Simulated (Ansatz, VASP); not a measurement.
**Two plane-wave programs on TaBi**

Contents of INCAR:

```
SYSTEM = TaBi
ALGO = Normal
EDIFF = 1E-6
ENCUT = 520
GGA = PE
ISIF = 2
ISMEAR = 0
LASPH = .TRUE.
LCHARG = .FALSE.
LREAL = .FALSE.
LWAVE = .FALSE.
NBANDS = 20
NELM = 80
PREC = Accurate
SIGMA = 0.05
```

Contents of KPOINTS:

```
k-points
0
G
  10 10 10
  0 0 0
```

POSCAR

```
TaBi
1.0
    0.0000000000      3.1701367141      3.1701367141
    3.1701367141      0.0000000000      3.1701367141
    3.1701367141      3.1701367141      0.0000000000
Ta Bi
1 1
Direct
    0.0000000000      0.0000000000      0.0000000000
    0.2500000000      0.2500000000      0.2500000000
```

Input for Ansatz:

```yaml
crystal:
  lattice:
    - [0.0, 3.1701367141, 3.1701367141]
    - [3.1701367141, 0.0, 3.1701367141]
    - [3.1701367141, 3.1701367141, 0.0]
  atoms:
    - { symbol: Ta, position: [0.0, 0.0, 0.0] }
    - { symbol: Bi, position: [0.25, 0.25, 0.25] }
basis:
  ecutwfc: 420
  ecutrho_ratio: 4
kpoints:
  mp_grid: { grid: [10, 10, 10] }
hamiltonian:
  xc: pbe
scf:
  occupations: { method: gaussian, width: 0.05 }
output:
  forces: true
  stress: true
  eigenvalues: true
```

Alike in both runs: task single point; functional PBE; k mesh 10 × 10 × 10; occupations gaussian, width 0.05 eV; no spin polarisation.

```csv
,VASP,Ansatz
version,VASP 6.6.1,Ansatz 0.2.0
potentials or method,"VASP PAW PBE potentials, release 64 (Ta_pv, Bi_d), cutoff 520 eV","scalar-relativistic, plane waves, PAW"
valence electrons in the cell,26,28
```

|  | VASP | Ansatz | Ansatz less VASP |
| --- | --- | --- | --- |
| gap on the k mesh at the Fermi level (eV) | none | none | - |
| pressure (GPa) | 3.9 | 4.0 | +0.05 |

A gap of «none» marks a metal or a gap that the smearing closes. VASP's potentials hold 26 valence electrons a cell and Ansatz's 28, so a difference there can come from the potentials and not from the codes.

Spin-orbit coupling is off throughout.
